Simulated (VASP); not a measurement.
Here is a VASP 6.6.1 calculation.

Contents of INCAR:

```
ALGO     = Normal         # electronic algorithm
EDIFF    = 1E-7           # SCF threshold, eV
EDIFFG   = -0.04          # ionic threshold
ENCUT    = 700            # plane-wave cutoff, eV
GGA      = PE             # functional
GGA_COMPAT= F            
IBRION   = 2              # ionic algorithm
ISIF     = 3              # what is computed and relaxed
ISMEAR   = 0              # smearing method
LASPH    = T              # aspherical terms in the spheres
LCHARG   = F              # write CHGCAR
LREAL    = F              # projectors in reciprocal space
LWAVE    = F              # write WAVECAR
NELM     = 120            # most SCF steps
NELMIN   = 4            
NSW      = 90             # ionic steps
PREC     = Accurate       # precision mode
SIGMA    = 0.1            # smearing width, eV
```

The input KPOINTS:

```
k-points
0
Gamma
  4 4 4
```

File POSCAR:

```
AlCd2O
1.0
    2.3685575300     -3.4535621700      0.0000000000
    2.3685575300      3.4535621700      0.0000000000
    0.0000000000      0.0000000000      4.5777688500
Al Cd O
1 2 1
Direct
    0.5000000000      0.5000000000      0.0000000000
    0.6950567500      0.3049432500      0.5000000000
    0.3049432500      0.6950567500      0.5000000000
    0.0000000000      0.0000000000      0.0000000000
```

Potentials or basis: VASP PAW PBE potentials, release 64 (Al, Cd_sv_GW, O).

Run with:

```sh
$ cat potpaw_PBE.64/Al/POTCAR potpaw_PBE.64/Cd_sv_GW/POTCAR potpaw_PBE.64/O/POTCAR > POTCAR
$ mpirun -np 1 vasp_std > vasp.out
```

(1) Predict the relaxed volume.

(2) Estimate the space group after relaxing (to 0.1 Å).

(3) Estimate the relaxed cell.

Answers

(1) 22.90 Å³/atom.

(2) Cmmm (No. 65).

(3) a = 5.300 Å, b = 5.300 Å, c = 5.299 Å, α = 90.00°, β = 90.00°, γ = 142.02°.

Caveat: the k points lie up to 0.48 Å⁻¹ apart in the final cell, too coarse for converged energies and pressures of a metal; the volume moved by over 15 % at a fixed basis, so the end points are rough.
